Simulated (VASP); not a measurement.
## SiO2: single point with LDA

Crystal: SiO2.

```
Si O
1.0
     4.21135    0.00000    0.00000
     0.00000    4.21135    0.00000
     0.00000    0.00000    2.50786
Si O
2 4
Direct
  0.50000 0.50000 0.50000
  0.00000 0.00000 0.00000
  0.69443 0.69443 0.00000
  0.19443 0.80557 0.50000
  0.30557 0.30557 0.00000
  0.80557 0.19443 0.50000
```

This cell differs from its parent crystal: volume 7.413 Å^3 an atom, c/a of the conventional cell 0.5955.

```
Program                : VASP 6.6.1
Task                   : single point
Functional             : LDA
Potentials or basis    : VASP PAW LDA potentials, release 64 (Si, O)
Cutoff                 : 520 eV
k mesh                 : 6 × 6 × 10
Occupations            : gaussian, width 0.05 eV
Spin                   : no spin polarisation
Dipole correction      : no
Further INCAR settings : ALGO = Normal; EDIFF = 1e-07; NBANDS = 25
```

* Pressure: 17.8 GPa
* Largest force: 0.042 eV/Å
* Band gap on the k mesh: 6.58 eV, direct

Forces in eV/Å, atoms in the order of the input:
```
Si   0.000  0.000  0.000
Si   0.000  0.000  0.000
O   -0.029 -0.029  0.000
O   -0.029  0.029  0.000
O    0.029  0.029  0.000
O    0.029 -0.029  0.000
```

Stress tensor (GPa, compression positive):
```
 2.76  0.00  0.00
 0.00  2.76  0.00
 0.00  0.00 48.02
```

Levels at points of the mesh, in eV from the valence-band top:
```tsv
k point	band 12	band 13	band 14	band 15	band 16	band 17	band 18	band 19	band 20	band 21
(0.00, 0.00, 0.00)	-2.82	-2.14	-0.99	-0.99	0.00	6.58	7.84	9.72	9.72	10.77
(0.50, 0.00, 0.00)	-3.92	-2.39	-2.39	-1.19	-1.19	8.85	8.85	10.05	10.05	10.74
(0.50, 0.50, 0.00)	-2.92	-2.67	-2.67	-2.63	-2.63	8.50	8.50	11.02	11.02	12.70
(0.00, 0.00, 0.50)	-4.95	-3.10	-3.10	-2.85	-2.85	9.38	9.38	12.52	12.52	12.78
(0.50, 0.00, 0.50)	-4.25	-2.52	-2.52	-1.86	-1.86	8.90	8.90	9.62	9.62	12.12
(0.50, 0.50, 0.50)	-4.83	-1.99	-1.99	-1.64	-1.64	7.34	7.34	10.93	10.93	11.31
```

Wall time 74 s on 1 thread of AMD EPYC 7R13, with other jobs on the host, peak memory 0.14 GiB.

 A k mesh can miss the band edges.
